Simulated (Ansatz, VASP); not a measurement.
## Two plane-wave programs on Bi

```xyz
1
Lattice="-1.8646 1.8646 2.2375 1.8646 -1.8646 2.2375 1.8646 1.8646 -2.2375" Properties=species:S:1:pos:R:3 pbc="T T T"
Bi    0.0000    0.0000    0.0000
```

Alike in both runs: task single point; functional PBEsol; k mesh 18 × 18 × 18; occupations gaussian, width 0.15 eV; no spin polarisation.

|  | VASP | Ansatz |
| --- | --- | --- |
| version | VASP 6.6.1 | Ansatz 0.2.0 |
| potentials or method | VASP PAW PBE potentials, release 64 (Bi_d), cutoff 520 eV | scalar-relativistic, plane waves, PAW |
| valence electrons in the cell | 15 | 15 |

Ansatz gave:

- gap on the k mesh at the Fermi level (eV): none
- pressure (GPa): -1.7
- traceless stress, the component that is largest in VASP (GPa): -1.38

**Question.** Which values does VASP return?

**Answer.** gap on the k mesh at the Fermi level (eV): none; pressure (GPa): -1.8; traceless stress, the component that is largest in VASP (GPa): -1.37.

VASP's potentials were made for PBE, not for PBEsol. A gap of «none» marks a metal or a gap that the smearing closes.

Spin-orbit coupling is off throughout.
